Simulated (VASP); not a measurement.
A run of VASP 6.6.1:

The input INCAR:

```
PREC = Accurate ; ENCUT = 520
EDIFF = 1E-6 ; ISMEAR = 0
SIGMA = 0.1 ; LREAL = F
LASPH = T ; NELM = 100
ALGO = Normal ; ISIF = 2
LWAVE = F ; LCHARG = F
GGA = PE ; NBANDS = 31
```

KPOINTS

```
regular mesh
0
Gamma
  12 12 6
```

The input POSCAR:

```
Hf2SnS2
1.0
    4.1271436494      0.0000000000      0.0000000000
   -2.0635718247      3.5742112455      0.0000000000
    0.0000000000      0.0000000000      7.4295765248
Hf Sn S
2 1 2
Direct
    0.3333333333      0.6666666667      0.7490710002
    0.6666666667      0.3333333333      0.2509289998
    0.0000000000      0.0000000000      0.0000000000
    0.3333333333      0.6666666667      0.3778941026
    0.6666666667      0.3333333333      0.6221058974
```

Potentials or basis: VASP PAW PBE potentials, release 64 (Hf_pv, Sn_d, S).

Command:

```bash
$ cat potpaw_PBE.64/Hf_pv/POTCAR potpaw_PBE.64/Sn_d/POTCAR potpaw_PBE.64/S/POTCAR > POTCAR
$ mpirun -np 1 vasp_std > vasp.out
```

Hardware: 1 thread of AMD EPYC 7R43 64-Core Processor (Zen 3), with other jobs on the host.

Problem. Estimate the wall time of this run.

Solution. It took 3.9 min on 1 thread of AMD EPYC 7R43 64-Core Processor (Zen 3) (shared host), peak memory 0.43 GiB. Counts: scf iterations 14, k points 100.
